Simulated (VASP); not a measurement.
Wanted: the native input for a VASP 6.6.1 run.

```
Task                   : single point
Functional             : PBE
Potentials or basis    : VASP PAW PBE potentials, release 64 (Zn, S)
Cutoff                 : 520 eV
k mesh                 : 10 × 10 × 6
Occupations            : fermi-dirac, width 0.02 eV
Spin                   : no spin polarisation
Dipole correction      : no
Further INCAR settings : ALGO = Normal; EDIFF = 1e-07; NBANDS = 26
```

The structure of ZnS lies in POSCAR:

```
ZnS
1.0
    3.7673514501      0.0000000000      0.0000000000
   -1.8836757250      3.2626220607      0.0000000000
    0.0000000000      0.0000000000      6.1749674063
Zn S
2 2
Direct
    0.3333333300      0.6666666700      0.0001396800
    0.6666666700      0.3333333300      0.5001396800
    0.3333333300      0.6666666700      0.3748603200
    0.6666666700      0.3333333300      0.8748603200
```

The input as run:

INCAR

```
SYSTEM = ZnS
PREC = Accurate
ENCUT = 520
EDIFF = 1E-7
ISMEAR = -1
SIGMA = 0.02
LREAL = .False.
LASPH = .True.
NELM = 80
ALGO = Normal
ISIF = 2
LWAVE = .False.
LCHARG = .False.
GGA = PE
NBANDS = 26
```

KPOINTS

```
regular mesh
0
Gamma
  10 10 6
  0 0 0
```

Potentials or basis: VASP PAW PBE potentials, release 64 (Zn, S).

Launch:

```sh
$ cat potpaw_PBE.64/Zn/POTCAR potpaw_PBE.64/S/POTCAR > POTCAR
$ mpirun -np 1 vasp_std > vasp.out
```

Results of the run:

- Pressure: 5.1 GPa
- Largest force: 0.019 eV/Å
- Band gap on the k mesh: 2.37 eV, direct

Run time: 54 s on 1 thread of Intel(R) Xeon(R) Platinum 8559C (Emerald Rapids), with other jobs on the host, peak memory 0.24 GiB.
